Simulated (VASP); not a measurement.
Input of a VASP 6.6.1 run:

Contents of POSCAR:

```
ZnO
1.0
    3.2309097002      0.0000000000      0.0000000000
   -1.6154548501      2.7980498777      0.0000000000
    0.0000000000      0.0000000000      5.2156080707
Zn O
2 2
Direct
    0.3333333333      0.6666666667      0.0015299806
    0.6666666667      0.3333333333      0.5015299806
    0.3333333333      0.6666666667      0.3804700194
    0.6666666667      0.3333333333      0.8804700194
```

The input INCAR.step1:

```
SYSTEM = ZnO
  PREC = Accurate
  ENCUT = 520
  ISMEAR = 0
  SIGMA = 0.01
  LREAL = .False.
  LASPH = .True.
  NELM = 80
  NBANDS = 26
  GGA = PE
  ALGO = Normal
  EDIFF = 1E-4
  LWAVE = .True.
  LCHARG = .False.
```

INCAR.step2

```
SYSTEM = ZnO
  PREC = Accurate
  ENCUT = 520
  EDIFF = 1E-6
  ISMEAR = 0
  SIGMA = 0.01
  LREAL = .False.
  LASPH = .True.
  NELM = 80
  ALGO = Normal
  ISIF = 2
  LWAVE = .False.
  LCHARG = .False.
  METAGGA = R2SCAN
  LMIXTAU = .True.
  NBANDS = 26
  ISTART = 1
```

File KPOINTS:

```
regular mesh
0
Gamma
  9 9 6
  0 0 0
```

Potentials or basis: VASP PAW PBE potentials, release 64 (Zn, O).

Launch:

```sh
$ cat potpaw_PBE.64/Zn/POTCAR potpaw_PBE.64/O/POTCAR > POTCAR
$ cp INCAR.step1 INCAR
$ mpirun -np 1 vasp_std > vasp.out
$ cp INCAR.step2 INCAR
$ mpirun -np 1 vasp_std > vasp.out
```

(1) Predict the pressure.

(2) Estimate the band gap on the k mesh.

(3) Predict the largest force.

Results:

(1) 1.3 GPa.

(2) 1.24 eV.

(3) 0.016 eV/Å.

Caveat: the PAW data sets were made with another functional, which shifts forces and pressure a little.
